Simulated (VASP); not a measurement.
# Ti: single point with r2SCAN

Ti:

```
CELL_PARAMETERS angstrom
0.00000 2.05636 2.05636
2.05636 0.00000 2.05636
2.05636 2.05636 0.00000
ATOMIC_POSITIONS crystal
Ti 0.00000 0.00000 0.00000
```

This isn't the form of Ti at room conditions, which is hcp.

```
Program             : VASP 6.6.1
Task                : single point
Functional          : r2SCAN
Potentials or basis : VASP PAW PBE potentials, release 64 (Ti_sv)
Cutoff              : 520 eV
k mesh              : 15 × 15 × 15
Occupations         : fermi-dirac, width 0.1 eV
Spin                : no spin polarisation
```

```
Pressure               : 0.4 GPa
Band gap on the k mesh : zero (bands 6 and 7 overlap by 1.29 eV)
```

Levels at points of the mesh, in eV from the Fermi level:
| k point | band 2 | band 3 | band 4 | band 5 | band 6 | band 7 | band 8 | band 9 | band 10 | band 11 |
| --- | --- | --- | --- | --- | --- | --- | --- | --- | --- | --- |
| (0.00, 0.00, 0.00) | -33.85 | -33.85 | -33.85 | -6.47 | 1.00 | 1.00 | 1.00 | 2.80 | 2.80 | 15.77 |

It took 2.6 min on 1 thread of Intel Xeon 8259CL (shared host), peak memory 0.16 GiB.

Caveat: the PAW data sets were made with another functional, which shifts forces and pressure a little.
